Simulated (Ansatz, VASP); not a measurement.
GdO in VASP and in Ansatz

```
Gd O
1.0
     0.00000    2.71788    2.71788
     2.71788    0.00000    2.71788
     2.71788    2.71788    0.00000
Gd O
1 1
Direct
  0.00000 0.00000 0.00000
  0.75000 0.75000 0.75000
```

Alike in both runs: task single point; functional LDA; k mesh 9 × 9 × 9; occupations fermi-dirac, width 0.05 eV; collinear spin.

```csv
,VASP,Ansatz
version,VASP 6.6.1,Ansatz 0.2.0
potentials or method,"VASP PAW PBE potentials, release 64 (Gd, O)",Ansatz PAW
plane-wave cutoff (eV),520,420
valence electrons in the cell,24,24
```

```csv
,VASP,Ansatz,Ansatz less VASP
gap on the k mesh at the Fermi level (eV),none,none,-
pressure (GPa),-8.9,-9.1,-0.23
net moment per atom (μB),3.43,3.53,+0.100
size of the moment on the site where the two differ most (μB),6.64,6.69,+0.045
```

The net moments are unlike, so the other rows may belong to different states. VASP's potentials were made for PBE, not for LDA. LDA's correlation is that of Perdew and Zunger in VASP and of Perdew and Wang (1992) in Ansatz. Site moments also hang on the region over which each program counts them. A gap of «none» marks a metal or a gap that the smearing closes.

Spin-orbit coupling is off throughout.
